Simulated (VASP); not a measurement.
# CuF (Pm-3m) in VASP: single point with PBE-based global hybrid with 30 % exact exchange

Aim: the single point of CuF with PBE-based global hybrid with 30 % exact exchange.

All numbers are computed with VASP 6.6.1; they aren't measurements. Logs are shortened: lines on timing, memory, paths and dates and some standing lists are left out, and cuts for length are marked.

**1. The cell of the first run**

It takes space group Pm-3m (No. 221, cubic). Conventional cell: a = 2.738 Å, b = 2.738 Å, c = 2.738 Å, α = 90.00°, β = 90.00°, γ = 90.00°. Cu (site symmetry m-3m) has 8 F at 2.37 Å and 6 Cu at 2.74 Å within 3.1 Å. F (site symmetry m-3m) has 8 Cu at 2.37 Å and 6 F at 2.74 Å within 3.1 Å.

**2. Single point, PBE-based global hybrid with 30 % exact exchange**

POSCAR

```
CuF
1.0
    2.7384616615      0.0000000000      0.0000000000
    0.0000000000      2.7384616615      0.0000000000
    0.0000000000      0.0000000000      2.7384616615
Cu F
1 1
Direct
    0.0000000000      0.0000000000      0.0000000000
    0.5000000000      0.5000000000      0.5000000000
```

INCAR.step1

```
SYSTEM = CuF
PREC = Accurate
ENCUT = 1010
EDIFF = 1E-5
ISMEAR = -1
SIGMA = 0.02
LREAL = .FALSE.
LASPH = .TRUE.
NELM = 120
ALGO = Normal
ISIF = 2
LWAVE = .TRUE.
LCHARG = .FALSE.
NBANDS = 20
GGA = PE
GGA_COMPAT = .FALSE.
```

INCAR.step2

```
SYSTEM = CuF
PREC = Accurate
ENCUT = 1010
EDIFF = 1E-6
ISMEAR = -1
SIGMA = 0.02
LREAL = .FALSE.
LASPH = .TRUE.
NELM = 120
ALGO = Normal
ISIF = 2
LWAVE = .FALSE.
LCHARG = .FALSE.
GGA = PE
LHFCALC = .TRUE.
AEXX = 0.3
PRECFOCK = Normal
NBANDS = 20
ISTART = 1
GGA_COMPAT = .FALSE.
```

KPOINTS

```
Automatic mesh
0
G
  4 4 4
  0 0 0
```

Potentials or basis: VASP PAW PBE potentials, release 64 (Cu_sv_GW, F_h).

Launch:

```console
> cat potpaw_PBE.64/Cu_sv_GW/POTCAR potpaw_PBE.64/F_h/POTCAR > POTCAR
> cp INCAR.step1 INCAR
> mpirun -np 1 vasp_std > vasp.out
> cp INCAR.step2 INCAR
> mpirun -np 1 vasp_std > vasp.out
```

OUTCAR:

```text
SYSTEM = CuF
   PREC = Accurate
   ENCUT = 1010
   EDIFF = 1E-6
   ISMEAR = -1
   LREAL = .FALSE.
   LASPH = .TRUE.
   NELM = 120
   ISIF = 2
   GGA = PE
   LHFCALC = .TRUE.
   AEXX = 0.3
   PRECFOCK = Normal
   ISTART = 1

 ion  position               nearest neighbor table
   1  0.000  0.000  0.000-
   2  0.500  0.500  0.500-

  LATTYP: Found a simple cubic cell.
 ALAT       =     2.7384616615

  Lattice vectors:

 A1 = (   2.7384616615,   0.0000000000,   0.0000000000)
 A2 = (   0.0000000000,   2.7384616615,   0.0000000000)
 A3 = (   0.0000000000,   0.0000000000,   2.7384616615)

Analysis of symmetry for initial positions (statically):
=====================================================================
 Subroutine PRICEL returns:
 Original cell was already a primitive cell.

 Routine SETGRP: Setting up the symmetry group for a
 simple cubic supercell.

 Subroutine GETGRP returns: Found 48 space group operations
 (whereof 48 operations were pure point group operations)
 out of a pool of 48 trial point group operations.

The static configuration has the point symmetry O_h .

Analysis of symmetry for dynamics (positions and initial velocities):
=====================================================================
 Subroutine PRICEL returns:
 Original cell was already a primitive cell.

 Routine SETGRP: Setting up the symmetry group for a
 simple cubic supercell.

 Subroutine GETGRP returns: Found 48 space group operations
 (whereof 48 operations were pure point group operations)
 out of a pool of 48 trial point group operations.

The dynamic configuration has the point symmetry O_h .

 Subroutine INISYM returns: Found 48 space group operations
 (whereof 48 operations are pure point group operations),
 and found     1 'primitive' translations

----------------------------------------------------------------------------------------

                                     Primitive cell

  volume of cell :      20.5362

  direct lattice vectors                    reciprocal lattice vectors
     2.738461662  0.000000000  0.000000000     0.365168523  0.000000000  0.000000000
     0.000000000  2.738461662  0.000000000     0.000000000  0.365168523  0.000000000
     0.000000000  0.000000000  2.738461662     0.000000000  0.000000000  0.365168523

  length of vectors
     2.738461662  2.738461662  2.738461662     0.365168523  0.365168523  0.365168523

  position of ions in fractional coordinates (direct lattice)
     0.000000000  0.000000000  0.000000000
     0.500000000  0.500000000  0.500000000

  ion indices of the primitive-cell ions
   primitive index   ion index
                 1           1
                 2           2

----------------------------------------------------------------------------------------

 KPOINTS: Automatic mesh

Automatic generation of k-mesh.
 Grid dimensions read from file:
 generate k-points for:    4    4    4

 Generating k-lattice:

  Cartesian coordinates                     Fractional coordinates (reciprocal lattice)
     0.091292131  0.000000000  0.000000000     0.250000000  0.000000000  0.000000000
     0.000000000  0.091292131  0.000000000     0.000000000  0.250000000  0.000000000
     0.000000000  0.000000000  0.091292131     0.000000000  0.000000000  0.250000000

  Length of vectors
     0.091292131  0.091292131  0.091292131

  Shift w.r.t. Gamma in fractional coordinates (k-lattice)
     0.000000000  0.000000000  0.000000000

 Subroutine IBZKPT returns following result:
 ===========================================

 Found     10 irreducible k-points:

 Following reciprocal coordinates:
            Coordinates               Weight
  0.000000  0.000000  0.000000      1.000000
  0.250000  0.000000  0.000000      6.000000
  0.500000  0.000000  0.000000      3.000000
  0.250000  0.250000  0.000000     12.000000
  0.500000  0.250000  0.000000     12.000000
  0.500000  0.500000  0.000000      3.000000
  0.250000  0.250000  0.250000      8.000000
  0.500000  0.250000  0.250000     12.000000
  0.500000  0.500000  0.250000      6.000000
  0.500000  0.500000  0.500000      1.000000
   k-points           NKPTS =     10   k-points in BZ     NKDIM =     64   number of bands    NBANDS=     20
   number of dos      NEDOS =    301   number of ions     NIONS =      2
   total plane-waves  NPLWV =  21952
   dimension x,y,z NGX =    28 NGY =   28 NGZ =   28
   dimension x,y,z NGXF=    56 NGYF=   56 NGZF=   56
   ions per type =               1   1
   NGX,Y,Z   is equivalent  to a cutoff of  17.00, 17.00, 17.00 a.u.
   NGXF,Y,Z  is equivalent  to a cutoff of  34.00, 34.00, 34.00 a.u.
 SYSTEM =  CuF
   PREC   = accura    normal or accurate (medium, high low for compatibility)
   ISTART =      1    job   : 0-new  1-cont  2-samecut
   ICHARG =      0    charge: 1-file 2-atom 10-const
   ISPIN  =      1    spin polarized calculation?
   LNONCOLLINEAR =      F non collinear calculations
   LSORBIT =      F    spin-orbit coupling
   LASPH  =      T    aspherical Exc in radial PAW
   ENCUT  = 1010.0 eV  74.23 Ry    8.62 a.u.   7.10  7.10  7.10*2*pi/ulx,y,z
   NELM   =    120;   NELMIN=  2; NELMDL=  0     # of ELM steps
   EDIFF  = 0.1E-05   stopping-criterion for ELM
   LREAL  =      F    real-space projection
   EDIFFG = 0.1E-04   stopping-criterion for IOM
   NSW    =      0    number of steps for IOM
   IBRION =     -1    ionic relax: 0-MD 1-quasi-New 2-CG
   NFREE  =      0    steps in history (QN), initial steepest desc. (CG)
   ISIF   =      2    stress and relaxation
   ISYM   =      3    0-nonsym 1-usesym 2-fastsym
   POTIM  = 0.5000    time-step for ionic-motion
   TEBEG  =    0.0;   TEEND  =   0.0 temperature during run
   PSTRESS=    0.0 pullay stress
   NELECT =      26.0000    total number of electrons
   NUPDOWN=      -1.0000    fix difference up-down
   EMIN   =  10.00;   EMAX   =-10.00  energy-range for DOS
   EFERMI =   0.00;   METHOD = LEGACY
   ISMEAR =    -1;   SIGMA  =   0.02  broadening in eV -4-tet -1-fermi 0-gaus
   EFERMI_NEDOS =   21; number of points for ismear=-14 and -15
   IALGO  =     38    algorithm
   IMIX   =      1    mixing-type and parameters
     AMIX     =   0.40;   BMIX     =  1.00
     AMIX_MAG =   1.60;   BMIX_MAG =  1.00
  volume/ion in A,a.u.               =      10.27        69.29
  Fermi-wavevector in a.u.,A,eV,Ry     =   1.771030  3.346762 42.675322  3.136548
  Thomas-Fermi vector in A             =   2.837703
   LORBIT       =      0    0 simple, 1 ext, 2 COOP (PROOUT), +10 PAW based schemes
   GGA     = PE    functional components
   LHFCALC =     T    Hartree Fock is set to
   PRECFOCK=normal    Normal, Fast or Accurate (Low or Medium for compatibility)
   ENCUT4O =  -1.0   cutoff for four orbital integrals eV
   NKREDX  =     1    reduce k-point grid by
   NKREDY  =     1    reduce k-point grid by
   NKREDZ  =     1    reduce k-point grid by
   AEXX    =    0.3000 exact exchange contribution
   HFSCREEN=    0.0000 screening length (either q_TF or 0.3 A-1)
   HFSCREENC=   0.0000 screening length for correlation (either q_TF or 0.3 A-1)
   ENCUTFOCK=  -1.0 apply spherical cutoff to Coloumb kernel
   IVDW    =     0    specifies the selected vdW correction
   LEPSILON=     F    determine dielectric tensor
   LRPA    =     F    only Hartree local field effects (RPA)
 non-spin polarized calculation
  energy-cutoff  :     1010.00
  volume of cell :       20.54
 maximum number of plane-waves:      1514
  NGX = 24; NGY = 24; NGZ = 24

 number of electron      26.0000002 magnetization

 Free energy of the ion-electron system (eV)
  ---------------------------------------------------
  ext. energy  EPLUGINS =         0.00000000
  ---------------------------------------------------
  free energy    TOTEN  =        -9.97770652 eV

  energy without entropy =       -9.97770652  energy(sigma->0) =       -9.97770652

 E-fermi :   3.9239     XC(G=0):  -8.9305

 val. band max:        3.1862738842   @ k =   0.5000   0.5000   0.5000
 cond. band min:       4.7924969536   @ k =   0.0000   0.0000   0.0000
 fundamental gap:      1.6062230695
 Fermi energy:         3.9238779018

 k-point     1 :       0.0000    0.0000    0.0000
  band No.  band energies     occupation
      1    -112.8320      2.00000
      2     -68.4025      2.00000
      3     -68.4025      2.00000
      4     -68.4025      2.00000
      5     -23.1494      2.00000
      6      -1.5148      2.00000
[... 12 lines left out ...]
     19      24.6389      0.00000
     20      38.3572      0.00000

 k-point     2 :       0.2500    0.0000    0.0000
  band No.  band energies     occupation
      1    -112.8309      2.00000
      2     -68.4190      2.00000
      3     -68.4019      2.00000
      4     -68.4019      2.00000
      5     -22.9389      2.00000
      6      -3.5781      2.00000
[... 12 lines left out ...]
     19      29.3350      0.00000
     20      31.6798      0.00000

 k-point     3 :       0.5000    0.0000    0.0000
  band No.  band energies     occupation
      1    -112.8298      2.00000
      2     -68.4358      2.00000
      3     -68.4014      2.00000
      4     -68.4014      2.00000
      5     -22.7167      2.00000
      6      -4.9939      2.00000
[... 12 lines left out ...]
     19      28.1309      0.00000
     20      34.1179      0.00000

 k-point     4 :       0.2500    0.2500    0.0000
  band No.  band energies     occupation
      1    -112.8298      2.00000
      2     -68.4184      2.00000
      3     -68.4181      2.00000
      4     -68.4013      2.00000
      5     -22.7591      2.00000
      6      -3.4969      2.00000
[... 12 lines left out ...]
     19      29.9399      0.00000
     20      32.3215      0.00000

 k-point     5 :       0.5000    0.2500    0.0000
  band No.  band energies     occupation
      1    -112.8287      2.00000
      2     -68.4347      2.00000
      3     -68.4174      2.00000
      4     -68.4006      2.00000
      5     -22.5706      2.00000
      6      -4.3762      2.00000
[... 12 lines left out ...]
     19      31.5530      0.00000
     20      31.6217      0.00000

 k-point     6 :       0.5000    0.5000    0.0000
  band No.  band energies     occupation
      1    -112.8277      2.00000
      2     -68.4335      2.00000
      3     -68.4335      2.00000
      4     -68.3999      2.00000
      5     -22.4184      2.00000
      6      -3.6403      2.00000
[... 12 lines left out ...]
     19      30.9680      0.00000
     20      30.9680      0.00000

 k-point     7 :       0.2500    0.2500    0.2500
  band No.  band energies     occupation
      1    -112.8287      2.00000
      2     -68.4175      2.00000
      3     -68.4174      2.00000
      4     -68.4174      2.00000
      5     -22.5937      2.00000
      6      -3.1512      2.00000
[... 12 lines left out ...]
     19      26.9092      0.00000
     20      33.3672      0.00000

 k-point     8 :       0.5000    0.2500    0.2500
  band No.  band energies     occupation
      1    -112.8277      2.00000
      2     -68.4337      2.00000
      3     -68.4166      2.00000
      4     -68.4166      2.00000
      5     -22.4207      2.00000
      6      -4.0263      2.00000
[... 12 lines left out ...]
     19      26.3832      0.00000
     20      30.8020      0.00000

 k-point     9 :       0.5000    0.5000    0.2500
  band No.  band energies     occupation
      1    -112.8266      2.00000
      2     -68.4327      2.00000
      3     -68.4327      2.00000
      4     -68.4158      2.00000
      5     -22.2646      2.00000
      6      -3.6745      2.00000
[... 12 lines left out ...]
     19      27.0450      0.00000
     20      27.0450      0.00000

 k-point    10 :       0.5000    0.5000    0.5000
  band No.  band energies     occupation
      1    -112.8255      2.00000
      2     -68.4318      2.00000
      3     -68.4318      2.00000
      4     -68.4318      2.00000
      5     -22.1041      2.00000
      6      -3.7131      2.00000
[... 12 lines left out ...]
     19      25.8443      0.00000
     20      25.8443      0.00000

------------------------ aborting loop because EDIFF is reached ----------------------------------------

  FORCE on cell =-STRESS in cart. coord.  units (eV):
  Direction    XX          YY          ZZ          XY          YZ          ZX
  --------------------------------------------------------------------------------------
  -------------------------------------------------------------------------------------
  Total        0.1620761      0.1620761      0.1620761     -0.0000000      0.0000000     -0.0000000
  in kB       12.6447319     12.6447319     12.6447319     -0.0000000      0.0000000     -0.0000000
  external PRESSURE =      12.6447319 kB  Pullay stress =       0.0000000 kB

 VOLUME and BASIS-vectors are now :
 -----------------------------------------------------------------------------
  energy-cutoff  :     1010.00
  volume of cell :       20.54
      direct lattice vectors                 reciprocal lattice vectors
     2.738461662  0.000000000  0.000000000     0.365168523  0.000000000  0.000000000
     0.000000000  2.738461662  0.000000000     0.000000000  0.365168523  0.000000000
     0.000000000  0.000000000  2.738461662     0.000000000  0.000000000  0.365168523

 POSITION                                       TOTAL-FORCE (eV/Angst)
 -----------------------------------------------------------------------------------
      0.00000      0.00000      0.00000         0.000000      0.000000      0.000000
      1.36923      1.36923      1.36923         0.000000      0.000000      0.000000
 -----------------------------------------------------------------------------------
    total drift:                                0.000002      0.000002      0.000003

  FREE ENERGIE OF THE ION-ELECTRON SYSTEM (eV)
  ---------------------------------------------------
  free  energy   TOTEN  =        -9.9777065179 eV

  energy  without entropy=       -9.9777065179  energy(sigma->0) =       -9.97770652
```

Run time: 7.2 min. Hardware: 1 thread of Intel Xeon 6975P-C (Granite Rapids), shared host; peak memory 0.19 GiB.

Results:

| Property | Result |
| --- | --- |
| Free energy | -9.9777 eV |
| Pressure | 1.3 GPa |
| Band gap on the k mesh | 1.61 eV (least direct gap 2.26 eV) |

Levels at points of the mesh, in eV from the valence-band top:
```csv
k point,band 9,band 10,band 11,band 12,band 13,band 14,band 15,band 16,band 17,band 18
"(0.00, 0.00, 0.00)",-2.13,-2.13,-0.65,-0.65,-0.65,1.61,19.07,19.07,21.45,21.45
"(0.50, 0.00, 0.00)",-1.89,-0.60,-0.48,-0.36,-0.36,7.74,8.79,20.80,20.87,20.87
"(0.50, 0.50, 0.00)",-1.76,-1.56,-1.07,-1.07,-0.04,8.82,12.53,12.53,18.67,27.21
"(0.50, 0.50, 0.50)",-0.19,-0.19,-0.19,0.00,0.00,10.57,10.57,10.57,16.21,22.66
```

Caveat: the k points lie up to 0.57 Å⁻¹ apart; the structure was generated, so it needn't be the stable form of CuF; the PAW data sets were made with another functional, which shifts forces and pressure a little. A k mesh can miss the band edges.
